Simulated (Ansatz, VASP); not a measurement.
## SnBiS4: VASP beside Ansatz

```
Sn Bi S
1.0
     5.57273    0.00000    0.00000
     0.00000    5.57273    0.00000
    -2.78637   -2.78637    5.66103
Sn Bi S
1 1 4
Direct
  0.00000 0.00000 0.00000
  0.25000 0.75000 0.50000
  0.99893 0.49893 0.99787
  0.24652 0.24652 0.49304
  0.50107 0.00107 0.00213
  0.75348 0.75348 0.50696
```

Alike in both runs: task single point; functional PBEsol; k mesh 6 × 6 × 6; occupations gaussian, width 0.1 eV; collinear spin.

```csv
,VASP,Ansatz
version,VASP 6.6.1,Ansatz 0.2.0
potentials or method,"VASP PAW PBE potentials, release 64 (Sn_d, Bi_d, S), cutoff 400 eV","scalar-relativistic, plane waves, PAW"
valence electrons in the cell,53,53
```

|  | VASP | Ansatz | Ansatz less VASP |
| --- | --- | --- | --- |
| gap on the k mesh at the Fermi level (eV) | none | none | - |
| rms of the force components (eV/Å) | 0.414 | 0.415 | +0.0006 |
| net moment per atom (μB) | 0.00 | 0.00 | -0.004 |

VASP's potentials were made for PBE, not for PBEsol. Atom by atom the forces differ by 0.001 eV/Å (rms over components). A gap of «none» marks a metal or a gap that the smearing closes. Ansatz's warnings: seeded moment not kept.

Spin-orbit coupling is off throughout.
